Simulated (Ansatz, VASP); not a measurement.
## One calculation of Y, two programs

```xyz
1
Lattice="0.0000 2.4441 2.4441 2.4441 0.0000 2.4441 2.4441 2.4441 0.0000" Properties=species:S:1:pos:R:3 pbc="T T T"
Y     0.0000    0.0000    0.0000
```

Alike in both runs: task single point; functional r2SCAN; k mesh 14 × 14 × 14; occupations gaussian, width 0.1 eV; no spin polarisation.

|  | VASP | Ansatz |
| --- | --- | --- |
| version | VASP 6.6.1 | Ansatz 0.2.0 |
| potentials or method | VASP PAW PBE potentials, release 64 (Y_sv), cutoff 520 eV | scalar-relativistic, plane waves, PAW |
| valence electrons in the cell | 11 | 11 |

Ansatz gave:

* gap on the k mesh at the Fermi level (eV): none
* pressure (GPa): 5.9

**Question.** What did VASP give for the same quantities?

**Answer.** gap on the k mesh at the Fermi level (eV): none; pressure (GPa): 6.0.

VASP's potentials were made for PBE, not for r2SCAN. A gap of «none» marks a metal or a gap that the smearing closes.
